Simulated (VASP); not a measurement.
# ZnS (Cm) in VASP: single point with r2SCAN

Aim: the single point of ZnS with r2SCAN.

Program: VASP 6.6.1. These are calculated values, not measurements. Logs are shortened: lines on timing, memory, paths and dates and some standing lists are left out, and cuts for length are marked.

## Step 1: The cell of the first run

Symmetry: Cm, No. 8, monoclinic system. The conventional cell has a = 6.625 Å, b = 3.825 Å, c = 3.825 Å, α = 90.00°, β = 125.26°, γ = 90.00°. Zn (site symmetry m) has 1 S at 1.72 Å within 2.3 Å. Within 2.3 Å of S (site symmetry m) lie 1 Zn at 1.72 Å.

## Step 2: Single point, r2SCAN (atom 1 (Zn) moved by (-0.600, -0.600) A along x and y)

Contents of POSCAR:

```
ZnS
1.0
    0.0000000000      2.7046500000      2.7046500000
    2.7046500000      0.0000000000      2.7046500000
    2.7046500000      2.7046500000      0.0000000000
Zn S
1 1
Direct
    0.0000000000      0.0000000000     -0.2218401642
    0.7500000000      0.7500000000      0.7500000000
```

Contents of INCAR.step1:

```
SYSTEM = ZnS
ALGO = Normal
EDIFF = 1E-4
ENCUT = 520
GGA = PE
ISMEAR = 0
LASPH = .True.
LCHARG = .False.
LREAL = .False.
LWAVE = .True.
NBANDS = 16
NELM = 60
PREC = Accurate
SIGMA = 0.05
```

Contents of INCAR.step2:

```
SYSTEM = ZnS
ALGO = Normal
EDIFF = 1E-6
ENCUT = 520
ISIF = 2
ISMEAR = 0
ISTART = 1
LASPH = .True.
LCHARG = .False.
LMIXTAU = .True.
LREAL = .False.
LWAVE = .False.
METAGGA = R2SCAN
NBANDS = 16
NELM = 60
PREC = Accurate
SIGMA = 0.05
```

Contents of KPOINTS:

```
k-points
0
Gamma
  8 8 8
  0 0 0
```

Potentials or basis: VASP PAW PBE potentials, release 64 (Zn, S).

On the command line:

```sh
> cat potpaw_PBE.64/Zn/POTCAR potpaw_PBE.64/S/POTCAR > POTCAR
> cp INCAR.step1 INCAR
> mpirun -np 1 vasp_std > vasp.out
> cp INCAR.step2 INCAR
> mpirun -np 1 vasp_std > vasp.out
```

OUTCAR:

```text
SYSTEM = ZnS
   EDIFF = 1E-6
   ENCUT = 520
   ISIF = 2
   ISMEAR = 0
   ISTART = 1
   LASPH = .True.
   LREAL = .False.
   METAGGA = R2SCAN
   NELM = 60
   PREC = Accurate

 ion  position               nearest neighbor table
   1  0.000  0.000  0.778-   2 1.72   2 2.49   2 2.49
   2  0.750  0.750  0.750-   1 1.72   1 2.49   1 2.49

  LATTYP: Found a face centered cubic cell.
 ALAT       =     5.4093000000

  Lattice vectors:

 A1 = (   0.0000000000,   2.7046500000,   2.7046500000)
 A2 = (   2.7046500000,   0.0000000000,   2.7046500000)
 A3 = (   2.7046500000,   2.7046500000,   0.0000000000)

Analysis of symmetry for initial positions (statically):
=====================================================================
 Subroutine PRICEL returns:
 Original cell was already a primitive cell.

 Routine SETGRP: Setting up the symmetry group for a
 face centered cubic supercell.

 Subroutine GETGRP returns: Found  2 space group operations
 (whereof  2 operations were pure point group operations)
 out of a pool of 48 trial point group operations.

The static configuration has the point symmetry C_1h.

Analysis of symmetry for dynamics (positions and initial velocities):
=====================================================================
 Subroutine PRICEL returns:
 Original cell was already a primitive cell.

 Routine SETGRP: Setting up the symmetry group for a
 face centered cubic supercell.

 Subroutine GETGRP returns: Found  2 space group operations
 (whereof  2 operations were pure point group operations)
 out of a pool of 48 trial point group operations.

The dynamic configuration has the point symmetry C_1h.

 Subroutine INISYM returns: Found  2 space group operations
 (whereof  2 operations are pure point group operations),
 and found     1 'primitive' translations

----------------------------------------------------------------------------------------

                                     Primitive cell

  volume of cell :      39.5697

  direct lattice vectors                    reciprocal lattice vectors
     0.000000000  2.704650000  2.704650000    -0.184866803  0.184866803  0.184866803
     2.704650000  0.000000000  2.704650000     0.184866803 -0.184866803  0.184866803
     2.704650000  2.704650000  0.000000000     0.184866803  0.184866803 -0.184866803

  length of vectors
     3.824952711  3.824952711  3.824952711     0.320198696  0.320198696  0.320198696

  position of ions in fractional coordinates (direct lattice)
     0.000000000  0.000000000  0.778159836
     0.750000000  0.750000000  0.750000000

  ion indices of the primitive-cell ions
   primitive index   ion index
                 1           1
                 2           2

----------------------------------------------------------------------------------------

 KPOINTS: k-points

Automatic generation of k-mesh.
 Grid dimensions read from file:
 generate k-points for:    8    8    8

 Generating k-lattice:

  Cartesian coordinates                     Fractional coordinates (reciprocal lattice)
    -0.023108350  0.023108350  0.023108350     0.125000000  0.000000000  0.000000000
     0.023108350 -0.023108350  0.023108350     0.000000000  0.125000000  0.000000000
     0.023108350  0.023108350 -0.023108350     0.000000000  0.000000000  0.125000000

  Length of vectors
     0.040024837  0.040024837  0.040024837

  Shift w.r.t. Gamma in fractional coordinates (k-lattice)
     0.000000000  0.000000000  0.000000000

 Subroutine IBZKPT returns following result:
 ===========================================

 Found    150 irreducible k-points:

 Following reciprocal coordinates:
            Coordinates               Weight
  0.000000  0.000000  0.000000      1.000000
  0.125000  0.000000  0.000000      4.000000
  0.000000  0.000000  0.125000      2.000000
  0.125000  0.125000  0.125000      2.000000
  0.250000  0.000000  0.000000      4.000000
  0.000000  0.000000  0.250000      2.000000
[... 16 lines left out ...]
  0.375000  0.125000  0.000000      4.000000
  0.000000  0.375000  0.125000      4.000000
 [... further k-points ...]
   k-points           NKPTS =    150   k-points in BZ     NKDIM =    150   number of bands    NBANDS=     16
   number of dos      NEDOS =    301   number of ions     NIONS =      2
   total plane-waves  NPLWV =  21952
   dimension x,y,z NGX =    28 NGY =   28 NGZ =   28
   dimension x,y,z NGXF=    56 NGYF=   56 NGZF=   56
   ions per type =               1   1
   NGX,Y,Z   is equivalent  to a cutoff of  12.17, 12.17, 12.17 a.u.
   NGXF,Y,Z  is equivalent  to a cutoff of  24.34, 24.34, 24.34 a.u.
 SYSTEM =  ZnS
   PREC   = accura    normal or accurate (medium, high low for compatibility)
   ISTART =      1    job   : 0-new  1-cont  2-samecut
   ICHARG =      0    charge: 1-file 2-atom 10-const
   ISPIN  =      1    spin polarized calculation?
   LNONCOLLINEAR =      F non collinear calculations
   LSORBIT =      F    spin-orbit coupling
   LASPH  =      T    aspherical Exc in radial PAW
   ENCUT  =  520.0 eV  38.22 Ry    6.18 a.u.   7.11  7.11  7.11*2*pi/ulx,y,z
   NELM   =     60;   NELMIN=  2; NELMDL=  0     # of ELM steps
   EDIFF  = 0.1E-05   stopping-criterion for ELM
   LREAL  =      F    real-space projection
   EDIFFG = 0.1E-04   stopping-criterion for IOM
   NSW    =      0    number of steps for IOM
   IBRION =     -1    ionic relax: 0-MD 1-quasi-New 2-CG
   NFREE  =      0    steps in history (QN), initial steepest desc. (CG)
   ISIF   =      2    stress and relaxation
   ISYM   =      2    0-nonsym 1-usesym 2-fastsym
   POTIM  = 0.5000    time-step for ionic-motion
   TEBEG  =    0.0;   TEEND  =   0.0 temperature during run
   PSTRESS=    0.0 pullay stress
   NELECT =      18.0000    total number of electrons
   NUPDOWN=      -1.0000    fix difference up-down
   EMIN   =  10.00;   EMAX   =-10.00  energy-range for DOS
   EFERMI =   0.00;   METHOD = LEGACY
   ISMEAR =     0;   SIGMA  =   0.05  broadening in eV -4-tet -1-fermi 0-gaus
   EFERMI_NEDOS =   21; number of points for ismear=-14 and -15
   IALGO  =     38    algorithm
   IMIX   =      4    mixing-type and parameters
     AMIX     =   0.40;   BMIX     =  1.00
     AMIX_MAG =   1.60;   BMIX_MAG =  1.00
  volume/ion in A,a.u.               =      19.78       133.51
  Fermi-wavevector in a.u.,A,eV,Ry     =   1.259055  2.379268 21.568210  1.585219
  Thomas-Fermi vector in A             =   2.392634
   LORBIT       =      0    0 simple, 1 ext, 2 COOP (PROOUT), +10 PAW based schemes
   METAGGA = R2SCAN    functional components
   LHFCALC =     F    Hartree Fock is set to
   AEXX    =    0.0000 exact exchange contribution
   IVDW    =     0    specifies the selected vdW correction
   LEPSILON=     F    determine dielectric tensor
   LRPA    =     F    only Hartree local field effects (RPA)
 non-spin polarized calculation
 Gauss-broadening in eV      SIGMA  =   0.05
  energy-cutoff  :      520.00
  volume of cell :       39.57
 maximum number of plane-waves:      1090
   NGX = 15   NGY = 15   NGZ = 15

 number of electron      18.0000002 magnetization

 Free energy of the ion-electron system (eV)
  ---------------------------------------------------
  ext. energy  EPLUGINS =         0.00000000
  ---------------------------------------------------
  free energy    TOTEN  =       -15.61913531 eV

  energy without entropy =      -15.61913531  energy(sigma->0) =      -15.61913531

 E-fermi :   2.4018     XC(G=0): -10.1926

 val. band max:        2.2050977804   @ k =   0.0000   0.0000   0.0000
 cond. band min:       4.4041733895   @ k =   0.0000   0.5000   0.5000
 fundamental gap:      2.1990756091
 Fermi energy:         2.4018052897

 k-point     1 :       0.0000    0.0000    0.0000
  band No.  band energies     occupation
      1     -12.6182      2.00000
      2      -6.2600      2.00000
      3      -6.1457      2.00000
      4      -5.7707      2.00000
      5      -5.1908      2.00000
      6      -5.1325      2.00000
[... 8 lines left out ...]
     15      13.8560      0.00000
     16      14.3083      0.00000

 k-point     2 :       0.1250    0.0000    0.0000
  band No.  band energies     occupation
      1     -12.5145      2.00000
      2      -6.2721      2.00000
      3      -6.0912      2.00000
      4      -5.7873      2.00000
      5      -5.1856      2.00000
      6      -5.1331      2.00000
[... 8 lines left out ...]
     15      13.3559      0.00000
     16      14.4743      0.00000

 k-point     3 :       0.0000    0.0000    0.1250
  band No.  band energies     occupation
      1     -12.5384      2.00000
      2      -6.2363      2.00000
      3      -6.1506      2.00000
      4      -5.7632      2.00000
      5      -5.1803      2.00000
      6      -5.1258      2.00000
[... 8 lines left out ...]
     15      13.6728      0.00000
     16      14.6538      0.00000

 k-point     4 :       0.1250    0.1250    0.1250
  band No.  band energies     occupation
      1     -12.4917      2.00000
      2      -6.2741      2.00000
      3      -6.0841      2.00000
      4      -5.7759      2.00000
      5      -5.1843      2.00000
      6      -5.1396      2.00000
[... 8 lines left out ...]
     15      13.1517      0.00000
     16      14.8240      0.00000
[... 324 lines left out ...]
 k-point    22 :       0.2500    0.2500    0.1250
  band No.  band energies     occupation
      1     -12.1819      2.00000
      2      -6.2865      2.00000
      3      -5.9256      2.00000
      4      -5.8518      2.00000
      5      -5.1726      2.00000
      6      -5.1390      2.00000
[... 8 lines left out ...]
     15      13.4549      0.00000
     16      15.5721      0.00000

 k-point    23 :       0.3750    0.1250    0.0000
  band No.  band energies     occupation
      1     -11.9536      2.00000
      2      -6.2204      2.00000
      3      -5.9003      2.00000
      4      -5.8505      2.00000
      5      -5.1646      2.00000
      6      -5.0932      2.00000
[... 8 lines left out ...]
     15      14.6572      0.00000
     16      15.6671      0.00000

 k-point    24 :       0.0000    0.3750    0.1250
  band No.  band energies     occupation
      1     -11.9719      2.00000
      2      -6.2364      2.00000
      3      -5.8635      2.00000
      4      -5.7872      2.00000
      5      -5.1658      2.00000
      6      -5.1401      2.00000
[... 8 lines left out ...]
     15      14.4289      0.00000
     16      15.0212      0.00000

 [... further k-points ...]

------------------------ aborting loop because EDIFF is reached ----------------------------------------

  FORCE on cell =-STRESS in cart. coord.  units (eV):
  Direction    XX          YY          ZZ          XY          YZ          ZX
  --------------------------------------------------------------------------------------
  -------------------------------------------------------------------------------------
  Total        3.9452580      3.9452580     15.0714924      5.5092864      8.1750152      8.1750353
  in kB      159.7433474    159.7433474    610.2441558    223.0707952    331.0060546    331.0068676
  external PRESSURE =     309.9102835 kB  Pullay stress =       0.0000000 kB

 VOLUME and BASIS-vectors are now :
 -----------------------------------------------------------------------------
  energy-cutoff  :      520.00
  volume of cell :       39.57
      direct lattice vectors                 reciprocal lattice vectors
     0.000000000  2.704650000  2.704650000    -0.184866803  0.184866803  0.184866803
     2.704650000  0.000000000  2.704650000     0.184866803 -0.184866803  0.184866803
     2.704650000  2.704650000  0.000000000     0.184866803  0.184866803 -0.184866803

 POSITION                                       TOTAL-FORCE (eV/Angst)
 -----------------------------------------------------------------------------------
      2.10465      2.10465      0.00000         7.160191      7.160191     12.475724
      4.05697      4.05697      4.05697        -7.160191     -7.160191    -12.475724
 -----------------------------------------------------------------------------------
    total drift:                                0.001126      0.001126      0.008706

  FREE ENERGIE OF THE ION-ELECTRON SYSTEM (eV)
  ---------------------------------------------------
  free  energy   TOTEN  =       -15.6191353075 eV

  energy  without entropy=      -15.6191353075  energy(sigma->0) =      -15.61913531
```

Wall time 5.7 min (1 thread of Intel Xeon 8259CL, shared host); peak memory 0.23 GiB.

Results:

| Quantity | Value |
| --- | --- |
| Free energy | -15.6191 eV |
| Pressure | 31.0 GPa |
| Largest force | 16.068 eV/Å |
| Band gap on the k mesh | 2.20 eV (least direct gap 2.27 eV) |

Forces in eV/Å, atoms in the order of the input:
```
Zn    7.160   7.160  12.476
S    -7.160  -7.160 -12.476
```

Stress tensor (GPa, compression positive):
```
15.97 22.31 33.10
22.31 15.97 33.10
33.10 33.10 61.02
```

Caveat: the cell differs from its parent crystal (atom 1 (Zn) moved by (-0.600, -0.600) A along x and y); the cell stands under pressure; the PAW data sets were made with another functional, which shifts forces and pressure a little.
